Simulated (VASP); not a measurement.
# H in VASP: notebook, part 2 of 2

VASP 6.6.1. The steps go on from the part before.

## 5. Single point, PBE

File INCAR:

```
  PREC = Accurate
  ENCUT = 520
  EDIFF = 1E-6
  ISMEAR = -1
  SIGMA = 0.002
  LREAL = Auto
  LASPH = True
  NELM = 80
  ALGO = Normal
  ISIF = 2
  LWAVE = False
  LCHARG = False
  GGA = PE
  NBANDS = 30
```

File KPOINTS:

```
Automatic mesh
0
Gamma
  1 1 1
```

File POSCAR:

```
H
1.0
    6.6038540000      0.0000000000      0.0000000000
    0.0000000000      6.6038540000      0.0000000000
    0.0000000000      0.0000000000      6.6038540000
H
24
Direct
    0.8577415552      0.6950183938      0.9870296951
    0.8404940509      0.7693840597      0.8956285224
    0.3456769335      0.7324662235      1.0646207502
    0.3285354279      0.8064836079      1.1492985763
    1.0363039522      0.4288102069      0.6757871994
    0.9651031049      0.4528870566      0.7575576323
    0.8706733977      0.0753196543      0.9097869214
    0.8947351047      0.1946136302      0.9239756058
    0.2951458345      1.2583106774      0.0634175135
    0.2746880837      1.1572030514      0.1132520495
    0.7074505281      0.4541893264     -0.1350574982
    0.6751057791      0.3546413958     -0.1147966021
    0.3898783953      0.6823894047      0.6548448830
    0.4958013911      0.7135227399      0.6217430004
    0.0487594062      0.3648929852      0.2758692121
    0.0306033416      0.4620635162      0.3342896436
    0.4068987594      1.0862142016      0.6273457893
    0.5030244460      1.0399836217      0.6755297740
    0.8176589004      0.9037601376      0.2944795569
    0.8816215501      0.9777018087      0.2418436265
    1.1216480558      0.0632358014      0.5414868348
    1.0058066093      0.0640686484      0.5401239943
    0.6060551914      0.4257513870      0.3958294656
    0.5626562913      0.4386529442      0.2876199262
```

Potentials or basis: VASP PAW PBE potentials, release 64 (H).

The run is started by

```bash
$ cat potpaw_PBE.64/H/POTCAR > POTCAR
$ mpirun -np 1 vasp_gam > vasp.out
```

OUTCAR:

```text
PREC = Accurate
   ENCUT = 520
   EDIFF = 1E-6
   ISMEAR = -1
   LREAL = Auto
   LASPH = True
   NELM = 80
   ISIF = 2
   GGA = PE

 ion  position               nearest neighbor table
   1  0.858  0.695  0.987-   2 0.79
   2  0.840  0.769  0.896-   1 0.79
   3  0.346  0.732  0.065-   4 0.75
   4  0.329  0.806  0.149-   3 0.75
   5  0.036  0.429  0.676-   6 0.73
   6  0.965  0.453  0.758-   5 0.73
[... 16 lines left out ...]
  23  0.606  0.426  0.396-  24 0.77
  24  0.563  0.439  0.288-  23 0.77

  LATTYP: Found a simple cubic cell.
 ALAT       =     6.6038540000

  Lattice vectors:

 A1 = (   6.6038540000,   0.0000000000,   0.0000000000)
 A2 = (   0.0000000000,   6.6038540000,   0.0000000000)
 A3 = (   0.0000000000,   0.0000000000,   6.6038540000)

Analysis of symmetry for initial positions (statically):
=====================================================================
 Subroutine PRICEL returns:
 Original cell was already a primitive cell.

 Routine SETGRP: Setting up the symmetry group for a
 simple cubic supercell.

 Subroutine GETGRP returns: Found  1 space group operations
 (whereof  1 operations were pure point group operations)
 out of a pool of 48 trial point group operations.

The static configuration has the point symmetry C_1 .

Analysis of symmetry for dynamics (positions and initial velocities):
=====================================================================
 Subroutine PRICEL returns:
 Original cell was already a primitive cell.

 Routine SETGRP: Setting up the symmetry group for a
 simple cubic supercell.

 Subroutine GETGRP returns: Found  1 space group operations
[... 140 lines left out ...]
   IALGO  =     38    algorithm
   IMIX   =      4    mixing-type and parameters
     AMIX     =   0.40;   BMIX     =  1.00
     AMIX_MAG =   1.60;   BMIX_MAG =  1.00
  volume/ion in A,a.u.               =      12.00        80.98
  Fermi-wavevector in a.u.,A,eV,Ry     =   0.715069  1.351284  6.956976  0.511323
  Thomas-Fermi vector in A             =   1.803133
   LORBIT       =      0    0 simple, 1 ext, 2 COOP (PROOUT), +10 PAW based schemes
   GGA     = PE    functional components
   LHFCALC =     F    Hartree Fock is set to
   AEXX    =    0.0000 exact exchange contribution
   IVDW    =     0    specifies the selected vdW correction
   LEPSILON=     F    determine dielectric tensor
   LRPA    =     F    only Hartree local field effects (RPA)
 non-spin polarized calculation
  energy-cutoff  :      520.00
  volume of cell :      288.00
 maximum number of plane-waves:      3905
 NGX is ok and might be reduce to    50
   NGX = 25   NGY = 25   NGZ = 25

 number of electron      24.0000008 magnetization

 Free energy of the ion-electron system (eV)
  ---------------------------------------------------
  ext. energy  EPLUGINS =         0.00000000
  ---------------------------------------------------
  free energy    TOTEN  =       -80.53248366 eV

  energy without entropy =      -80.53248366  energy(sigma->0) =      -80.53248366

 E-fermi :  -7.9049     XC(G=0):  -5.2115

 val. band max:       -7.9939142005   @ k =   0.0000   0.0000   0.0000
 cond. band min:       0.2192217999   @ k =   0.0000   0.0000   0.0000
 fundamental gap:      8.2131360005
 Fermi energy:        -7.9049147905

 k-point     1 :       0.0000    0.0000    0.0000
  band No.  band energies     occupation
      1     -11.0393      2.00000
      2      -9.8302      2.00000
      3      -9.4459      2.00000
      4      -9.3825      2.00000
      5      -9.1573      2.00000
      6      -8.8345      2.00000
[... 16 lines left out ...]
     23       4.0676      0.00000
     24       4.2571      0.00000
 [bands above 24 left out]

------------------------ aborting loop because EDIFF is reached ----------------------------------------

  FORCE on cell =-STRESS in cart. coord.  units (eV):
  Direction    XX          YY          ZZ          XY          YZ          ZX
  --------------------------------------------------------------------------------------
  -------------------------------------------------------------------------------------
  Total        0.8177310      1.7537589      0.6275718      0.1030107      0.4505900     -0.9228685
  in kB        4.5491334      9.7563658      3.4912551      0.5730607      2.5066850     -5.1340256
  external PRESSURE =       5.9322514 kB  Pullay stress =       0.0000000 kB

 VOLUME and BASIS-vectors are now :
 -----------------------------------------------------------------------------
  energy-cutoff  :      520.00
  volume of cell :      288.00
      direct lattice vectors                 reciprocal lattice vectors
     6.603854000  0.000000000  0.000000000     0.151426727  0.000000000  0.000000000
     0.000000000  6.603854000  0.000000000     0.000000000  0.151426727  0.000000000
     0.000000000  0.000000000  6.603854000     0.000000000  0.000000000  0.151426727

 POSITION                                       TOTAL-FORCE (eV/Angst)
 -----------------------------------------------------------------------------------
      5.66440      4.58980      6.51820        -0.175178      0.755378     -0.904130
      5.55050      5.08090      5.91460         0.197044     -0.658648      0.834177
      2.28280      4.83710      0.42675        -0.021603      0.098562      0.102822
      2.16960      5.32590      0.98595         0.022043     -0.128841     -0.087114
      0.23975      2.83180      4.46280         0.430725     -0.092001     -0.386750
      6.37340      2.99080      5.00280        -0.153430      0.180398      0.274681
[... 16 lines left out ...]
      4.00230      2.81160      2.61400        -0.319148      0.077786     -0.794613
      3.71570      2.89680      1.89940         0.316284     -0.100357      0.789620
 -----------------------------------------------------------------------------------
    total drift:                               -0.000034     -0.000278     -0.000566

  FREE ENERGIE OF THE ION-ELECTRON SYSTEM (eV)
  ---------------------------------------------------
  free  energy   TOTEN  =       -80.5324836641 eV

  energy  without entropy=      -80.5324836641  energy(sigma->0) =      -80.53248366
```

OSZICAR:

```text
N       E                     dE             d eps       ncg     rms          rms(c)
DAV:   1     0.606052968872E+02    0.60605E+02   -0.86414E+03    60   0.612E+02
DAV:   2    -0.736601961499E+02   -0.13427E+03   -0.12823E+03    82   0.129E+02
DAV:   3    -0.868903630844E+02   -0.13230E+02   -0.13148E+02    74   0.410E+01
DAV:   4    -0.870513871036E+02   -0.16102E+00   -0.16088E+00    80   0.517E+00
DAV:   5    -0.870522187078E+02   -0.83160E-03   -0.83155E-03    66   0.407E-01    0.150E+01
DAV:   6    -0.826692131658E+02    0.43830E+01   -0.14603E+00    66   0.413E+00    0.831E+00
DAV:   7    -0.804771648901E+02    0.21920E+01   -0.36377E+00    72   0.679E+00    0.926E-01
DAV:   8    -0.805440407954E+02   -0.66876E-01   -0.11616E-01    72   0.139E+00    0.572E-01
DAV:   9    -0.805323779311E+02    0.11663E-01   -0.22129E-02    80   0.579E-01    0.764E-02
DAV:  10    -0.805325178254E+02   -0.13989E-03   -0.63230E-04    72   0.107E-01    0.379E-02
DAV:  11    -0.805324816125E+02    0.36213E-04   -0.13948E-04    72   0.679E-02    0.125E-02
DAV:  12    -0.805324850802E+02   -0.34678E-05   -0.28244E-05    72   0.248E-02    0.812E-03
DAV:  13    -0.805324835538E+02    0.15265E-05   -0.32190E-06    80   0.138E-02    0.358E-03
DAV:  14    -0.805324836641E+02   -0.11039E-06   -0.33960E-06    72   0.799E-03
   1 F= -.80532484E+02 E0= -.80532484E+02  d E =0.000000E+00
```

It took 20 s on 1 thread of AMD EPYC 7R43 (Zen 3), shared host; peak memory 0.28 GiB.

Results:

```
Free energy            : -80.5325 eV
Pressure               : 0.6 GPa
Largest force          : 1.901 eV/Å
Band gap on the k mesh : 8.21 eV
```

Forces in eV/Å, atoms in the order of the input:
```
H   -0.175  0.755 -0.904
H    0.197 -0.659  0.834
H   -0.022  0.099  0.103
H    0.022 -0.129 -0.087
H    0.431 -0.092 -0.387
H   -0.153  0.180  0.275
H    0.418  1.509  0.244
H   -0.286 -1.866 -0.222
H   -0.026 -0.293  0.106
H    0.087  0.276 -0.177
H    0.275  1.790 -0.267
H   -0.716 -1.619  0.372
H    0.433  0.048 -0.131
H   -0.458 -0.238  0.138
H   -0.074  0.370  0.183
H    0.026 -0.270 -0.227
H    0.794 -0.222  0.375
H   -0.678  0.449 -0.324
H   -0.354 -0.347  0.254
H    0.215  0.317 -0.222
H   -0.624 -0.025  0.035
H    0.672 -0.011  0.035
H   -0.319  0.078 -0.795
H    0.316 -0.100  0.790
```

Stress tensor (GPa, compression positive):
```
 0.45  0.06 -0.51
 0.06  0.98  0.25
-0.51  0.25  0.35
```

Caveat: the k points lie up to 0.95 Å⁻¹ apart.
